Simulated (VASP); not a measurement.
Write the native input for VASP 6.6.1 that does the following.

| Property | Result |
| --- | --- |
| Task | single point |
| Functional | LDA |
| Potentials or basis | VASP PAW LDA potentials, release 64 (Si, C) |
| Cutoff | 600 eV |
| k mesh | 8 × 8 × 8 |
| Occupations | gaussian, width 0.01 eV |
| Spin | no spin polarisation |
| Dipole correction | no |
| Further INCAR settings | ALGO = Normal; EDIFF = 1e-06; NBANDS = 11 |

The structure of SiC lies in POSCAR:

```
SiC
1.0
    0.0000000000      2.1790000000      2.1790000000
    2.1790000000      0.0000000000      2.1790000000
    2.1790000000      2.1790000000      0.0000000000
Si C
1 1
Direct
    0.0000000000      0.0000000000      0.0000000000
    0.7500000000      0.7500000000      0.7500000000
```

The input as run:

INCAR

```
SYSTEM = SiC
PREC     = Accurate       ! precision mode
ENCUT    = 600            ! plane-wave cutoff, eV
EDIFF    = 1E-6           ! SCF threshold, eV
ISMEAR   = 0              ! smearing method
SIGMA    = 0.01           ! smearing width, eV
LREAL    = .FALSE.        ! projectors in reciprocal space
LASPH    = .TRUE.         ! aspherical terms in the spheres
NELM     = 120            ! most SCF steps
ALGO     = Normal         ! electronic algorithm
ISIF     = 2              ! what is computed and relaxed
LWAVE    = .FALSE.        ! write WAVECAR
LCHARG   = .FALSE.        ! write CHGCAR
GGA      = CA             ! functional
NBANDS   = 11             ! bands
GGA_COMPAT= .FALSE.
```

KPOINTS

```
Automatic mesh
0
G
  8 8 8
  0 0 0
```

Potentials or basis: VASP PAW LDA potentials, release 64 (Si, C).

Command:

```sh
$ cat potpaw_LDA.64/Si/POTCAR potpaw_LDA.64/C/POTCAR > POTCAR
$ mpirun -np 1 vasp_std > vasp.out
```

It gave:

- Pressure: -4.2 GPa
- Band gap on the k mesh: 1.30 eV (least direct gap 4.50 eV)

Caveat: the cell stands under tension.

Wall time 5.6 s on 1 thread of AMD EPYC 9R45 96-Core Processor (Zen 5), on a shared host, peak memory 0.1 GiB.
